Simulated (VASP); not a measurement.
# Pt (P6_3/mmc) in VASP: a series of runs

The runs below take Pt through single point, with PBEsol.

All numbers are computed with VASP 6.6.1; they aren't measurements. Logs are shortened: lines on timing, memory, paths and dates and some standing lists are left out, and cuts for length are marked.

## Step 1: The cell of the first run

It takes space group P6_3/mmc (No. 194, hexagonal). Conventional cell: a = 2.732 Å, b = 2.732 Å, c = 4.686 Å, α = 90.00°, β = 90.00°, γ = 120.00°. Pt (site symmetry -6m2) has 12 Pt at 2.73 to 2.82 Å within 3.6 Å.

This isn't the form of Pt at room conditions, which is fcc.

## Step 2: Single point, PBEsol

INCAR

```
PREC = Accurate ; ENCUT = 520
EDIFF = 1E-6 ; ISMEAR = -1
SIGMA = 0.1 ; LREAL = F
LASPH = T ; NELM = 100
ALGO = Normal ; ISIF = 2
LWAVE = F ; LCHARG = F
GGA = PS ; NBANDS = 17
```

KPOINTS

```
regular mesh
0
Gamma
  13 13 7
```

POSCAR

```
Pt
1.0
    2.7323186338      0.0000000000      0.0000000000
   -1.3661593169      2.3662573481      0.0000000000
    0.0000000000      0.0000000000      4.6858157122
Pt
2
Direct
    0.3333333333      0.6666666667      0.2500000000
    0.6666666667      0.3333333333      0.7500000000
```

Potentials or basis: VASP PAW PBE potentials, release 64 (Pt).

Run with:

```sh
cat potpaw_PBE.64/Pt/POTCAR > POTCAR
mpirun -np 1 vasp_std > vasp.out
```

OUTCAR:

```text
PREC = Accurate
   ENCUT = 520
   EDIFF = 1E-6
   ISMEAR = -1
   LREAL = F
   LASPH = T
   NELM = 100
   ISIF = 2
   GGA = PS

 ion  position               nearest neighbor table
   1  0.333  0.667  0.250-   2 2.82   2 2.82   2 2.82   2 2.82   2 2.82   2 2.82
   2  0.667  0.333  0.750-   1 2.82   1 2.82   1 2.82   1 2.82   1 2.82   1 2.82

  LATTYP: Found a hexagonal cell.
 ALAT       =     2.7323186338
 C/A-ratio  =     1.7149594686

  Lattice vectors:

 A1 = (   2.7323186338,   0.0000000000,   0.0000000000)
 A2 = (  -1.3661593169,   2.3662573481,   0.0000000000)
 A3 = (   0.0000000000,   0.0000000000,   4.6858157122)

Analysis of symmetry for initial positions (statically):
=====================================================================
 Subroutine PRICEL returns:
 Original cell was already a primitive cell.

 Routine SETGRP: Setting up the symmetry group for a
 hexagonal supercell.

 Subroutine GETGRP returns: Found 24 space group operations
 (whereof 12 operations were pure point group operations)
 out of a pool of 24 trial point group operations.

The static configuration has the point symmetry D_3d.
 The point group associated with its full space group is D_6h.

Analysis of symmetry for dynamics (positions and initial velocities):
=====================================================================
 Subroutine PRICEL returns:
 Original cell was already a primitive cell.

 Routine SETGRP: Setting up the symmetry group for a
 hexagonal supercell.

 Subroutine GETGRP returns: Found 24 space group operations
 (whereof 12 operations were pure point group operations)
 out of a pool of 24 trial point group operations.

The dynamic configuration has the point symmetry D_3d.
 The point group associated with its full space group is D_6h.

 Subroutine INISYM returns: Found 24 space group operations
 (whereof 12 operations are pure point group operations),
 and found     1 'primitive' translations

----------------------------------------------------------------------------------------

                                     Primitive cell

  volume of cell :      30.2955

  direct lattice vectors                    reciprocal lattice vectors
     2.732318634  0.000000000  0.000000000     0.365989525  0.211304151  0.000000000
    -1.366159317  2.366257348  0.000000000     0.000000000  0.422608302  0.000000000
     0.000000000  0.000000000  4.685815712     0.000000000  0.000000000  0.213410015
[... 81 lines left out ...]
   LASPH  =      T    aspherical Exc in radial PAW
   ENCUT  =  520.0 eV  38.22 Ry    6.18 a.u.   5.08  5.08  8.71*2*pi/ulx,y,z
   NELM   =    100;   NELMIN=  2; NELMDL= -5     # of ELM steps
   EDIFF  = 0.1E-05   stopping-criterion for ELM
   LREAL  =      F    real-space projection
   EDIFFG = 0.1E-04   stopping-criterion for IOM
   NSW    =      0    number of steps for IOM
   IBRION =     -1    ionic relax: 0-MD 1-quasi-New 2-CG
   NFREE  =      0    steps in history (QN), initial steepest desc. (CG)
   ISIF   =      2    stress and relaxation
   ISYM   =      2    0-nonsym 1-usesym 2-fastsym
   POTIM  = 0.5000    time-step for ionic-motion
   TEBEG  =    0.0;   TEEND  =   0.0 temperature during run
   PSTRESS=    0.0 pullay stress
   NELECT =      20.0000    total number of electrons
   NUPDOWN=      -1.0000    fix difference up-down
   EMIN   =  10.00;   EMAX   =-10.00  energy-range for DOS
   EFERMI =   0.00;   METHOD = LEGACY
   ISMEAR =    -1;   SIGMA  =   0.10  broadening in eV -4-tet -1-fermi 0-gaus
   EFERMI_NEDOS =   21; number of points for ismear=-14 and -15
   IALGO  =     38    algorithm
   IMIX   =      4    mixing-type and parameters
     AMIX     =   0.40;   BMIX     =  1.00
     AMIX_MAG =   1.60;   BMIX_MAG =  1.00
  volume/ion in A,a.u.               =      15.15       102.22
  Fermi-wavevector in a.u.,A,eV,Ry     =   1.425472  2.693751 27.646631  2.031970
  Thomas-Fermi vector in A             =   2.545852
   LORBIT       =      0    0 simple, 1 ext, 2 COOP (PROOUT), +10 PAW based schemes
   GGA     = PS    functional components
   LHFCALC =     F    Hartree Fock is set to
   AEXX    =    0.0000 exact exchange contribution
   IVDW    =     0    specifies the selected vdW correction
   LEPSILON=     F    determine dielectric tensor
   LRPA    =     F    only Hartree local field effects (RPA)
 non-spin polarized calculation
  energy-cutoff  :      520.00
  volume of cell :       30.30
 maximum number of plane-waves:       837
   NGX = 11   NGY = 11   NGZ = 17

 number of electron      19.9999999 magnetization

 Free energy of the ion-electron system (eV)
  ---------------------------------------------------
  ext. energy  EPLUGINS =         0.00000000
  ---------------------------------------------------
  free energy    TOTEN  =       -13.85807552 eV

  energy without entropy =      -13.74779996  energy(sigma->0) =      -13.80293774

 E-fermi :  11.0005     XC(G=0): -13.5987

 val. band max:       10.9975134627   @ k =   0.3077   0.0769   0.0000
 cond. band min:      11.0026927012   @ k =   0.3846  -0.0000   0.2857
 fundamental gap:      0.0051792385
 Fermi energy:        11.0004680160

 k-point     1 :       0.0000    0.0000    0.0000
  band No.  band energies     occupation
      1       0.7626      2.00000
      2       3.5188      2.00000
      3       6.8519      2.00000
      4       7.3299      2.00000
      5       7.3299      2.00000
      6       7.7447      2.00000
[... 457 lines left out ...]
      4       7.0379      2.00000
      5       7.2346      2.00000
      6       7.8699      2.00000
[... 9 lines left out ...]
     16      28.6002      0.00000
     17      29.4012      0.00000

 [... further k-points ...]

------------------------ aborting loop because EDIFF is reached ----------------------------------------

  FORCE on cell =-STRESS in cart. coord.  units (eV):
  Direction    XX          YY          ZZ          XY          YZ          ZX
  --------------------------------------------------------------------------------------
  -------------------------------------------------------------------------------------
  Total       -0.0636673     -0.0636673     -0.0956454      0.0000000      0.0000000      0.0000000
  in kB       -3.3670412     -3.3670412     -5.0582020      0.0000000      0.0000000      0.0000000
  external PRESSURE =      -3.9307614 kB  Pullay stress =       0.0000000 kB

 VOLUME and BASIS-vectors are now :
 -----------------------------------------------------------------------------
  energy-cutoff  :      520.00
  volume of cell :       30.30
      direct lattice vectors                 reciprocal lattice vectors
     2.732318634  0.000000000  0.000000000     0.365989525  0.211304151  0.000000000
    -1.366159317  2.366257348  0.000000000     0.000000000  0.422608302  0.000000000
     0.000000000  0.000000000  4.685815712     0.000000000  0.000000000  0.213410015

 POSITION                                       TOTAL-FORCE (eV/Angst)
 -----------------------------------------------------------------------------------
     -0.00000      1.57750      1.17145        -0.000000      0.000000      0.000000
      1.36616      0.78875      3.51436         0.000000     -0.000000      0.000000
 -----------------------------------------------------------------------------------
    total drift:                               -0.000000      0.000000     -0.000000

  FREE ENERGIE OF THE ION-ELECTRON SYSTEM (eV)
  ---------------------------------------------------
  free  energy   TOTEN  =       -13.8580755178 eV

  energy  without entropy=      -13.7477999640  energy(sigma->0) =      -13.80293774
```

Run time: 40 s. Hardware: 1 thread of Intel Xeon 8259CL, shared host; peak memory 0.16 GiB.

What came out:

* Free energy: -13.8581 eV
* Pressure: -0.4 GPa
* Band gap on the k mesh: zero (bands 10 and 11 overlap by 1.21 eV)

Caveat: the PAW data sets were made with another functional, which shifts forces and pressure a little; spin-orbit coupling is left out, which moves the levels of the heavy elements.

## Step 3: Single point, PBEsol (13.33 Å³/atom)

This run uses another cell than the first one, of 13.33 Å³/atom.

INCAR

```
SYSTEM = Pt
PREC     = Accurate       ! precision mode
ENCUT    = 520            ! plane-wave cutoff, eV
EDIFF    = 1E-6           ! SCF threshold, eV
ISMEAR   = -1             ! smearing method
SIGMA    = 0.1            ! smearing width, eV
LREAL    = .False.        ! projectors in reciprocal space
LASPH    = .True.         ! aspherical terms in the spheres
NELM     = 80             ! most SCF steps
ALGO     = Normal         ! electronic algorithm
ISIF     = 2              ! what is computed and relaxed
LWAVE    = .False.        ! write WAVECAR
LCHARG   = .False.        ! write CHGCAR
GGA      = PS             ! functional
NBANDS   = 17             ! bands
```

KPOINTS

```
regular mesh
0
Gamma
  15 15 8
  0 0 0
```

POSCAR

```
Pt
1.0
    2.6183371515      0.0000000000      0.0000000000
   -1.3091685758      2.2675464889      0.0000000000
    0.0000000000      0.0000000000      4.4903420900
Pt
2
Direct
    0.3333333333      0.6666666667      0.2500000000
    0.6666666667      0.3333333333      0.7500000000
```

Potentials or basis: VASP PAW PBE potentials, release 64 (Pt).

Run with:

```sh
cat potpaw_PBE.64/Pt/POTCAR > POTCAR
mpirun -np 1 vasp_std > vasp.out
```

Run time: 60 s. Hardware: 1 thread of Intel Xeon 8259CL, shared host; peak memory 0.18 GiB.

The run converged. Its results:

| Property | Result |
| --- | --- |
| Free energy | -13.3597 eV |
| Pressure | 50.3 GPa |
| Band gap on the k mesh | zero (bands 10 and 11 overlap by 1.64 eV) |

Stress tensor (GPa, compression positive):
```
51.72  0.00  0.00
 0.00 51.72  0.00
 0.00  0.00 47.49
```

Levels at points of the mesh, in eV from the Fermi level:
| k point | band 6 | band 7 | band 8 | band 9 | band 10 | band 11 | band 12 | band 13 | band 14 | band 15 |
| --- | --- | --- | --- | --- | --- | --- | --- | --- | --- | --- |
| (0.00, 0.00, 0.00) | -3.99 | -3.99 | -2.50 | -2.50 | -1.50 | -0.31 | -0.31 | 6.03 | 14.58 | 15.63 |
| (0.00, 0.00, 0.50) | -4.51 | -4.51 | -4.51 | -1.06 | -1.06 | -1.06 | -1.06 | 13.12 | 13.12 | 15.55 |

Caveat: the cell stands under pressure; the PAW data sets were made with another functional, which shifts forces and pressure a little; spin-orbit coupling is left out, which moves the levels of the heavy elements.

## Step 4: Single point, PBEsol (13.94 Å³/atom)

This run uses another cell than the first one, of 13.94 Å³/atom.

INCAR

```
SYSTEM = Pt
PREC = Accurate
ENCUT = 520
EDIFF = 1E-6
ISMEAR = -1
SIGMA = 0.1
LREAL = .False.
LASPH = .True.
NELM = 60
ALGO = Normal
ISIF = 2
LWAVE = .False.
LCHARG = .False.
GGA = PS
NBANDS = 17
```

KPOINTS is that of step 3.

POSCAR

```
Pt
1.0
    2.6574225729      0.0000000000      0.0000000000
   -1.3287112864      2.3013954567      0.0000000000
    0.0000000000      0.0000000000      4.5573720034
Pt
2
Direct
    0.3333333333      0.6666666667      0.2500000000
    0.6666666667      0.3333333333      0.7500000000
```

Run with:

```sh
cat potpaw_PBE.64/Pt/POTCAR > POTCAR
mpirun -np 1 vasp_std > vasp.out
```

Run time: 72 s. Hardware: 1 thread of Intel Xeon 8259CL, shared host; peak memory 0.18 GiB.

Results (log left out):

```
Free energy            : -13.6575 eV
Pressure               : 29.0 GPa
Band gap on the k mesh : zero (bands 10 and 11 overlap by 1.51 eV)
```

Stress tensor (GPa, compression positive):
```
29.82  0.00  0.00
 0.00 29.82  0.00
 0.00  0.00 27.45
```

Levels at points of the mesh, in eV from the Fermi level:
```csv
k point,band 8,band 9,band 10,band 11,band 12,band 13
"(0.00, 0.00, 0.00)",-2.32,-2.32,-1.29,-0.29,-0.29,5.67
"(0.00, 0.00, 0.50)",-4.20,-0.99,-0.99,-0.99,-0.99,12.91
```

Caveat: the cell stands under pressure; the PAW data sets were made with another functional, which shifts forces and pressure a little; spin-orbit coupling is left out, which moves the levels of the heavy elements.

## Step 5: Summary

```csv
cell,k mesh,gap on the mesh (eV),pressure (GPa)
"a = 2.732, b = 2.732, c = 4.686 Å, angles 90.0, 90.0, 120.0°, 2 atoms",13 × 13 × 7,none,-0.4
"a = 2.618, b = 2.618, c = 4.490 Å, angles 90.0, 90.0, 120.0°, 2 atoms",15 × 15 × 8,none,50.3
"a = 2.657, b = 2.657, c = 4.557 Å, angles 90.0, 90.0, 120.0°, 2 atoms",15 × 15 × 8,none,29.0
```

Alike in all rows: task single point; level PBEsol; potentials or basis VASP PAW PBE potentials, release 64 (Pt); no spin polarisation; cutoff (eV) 520; smearing fermi-dirac 0.1 eV.

Caveats: the PAW data sets were made with another functional, which shifts forces and pressure a little; spin-orbit coupling is left out, which moves the levels of the heavy elements; the cell stands under pressure (at least some runs).

Absolute energies hang on the potentials; compare differences alone.
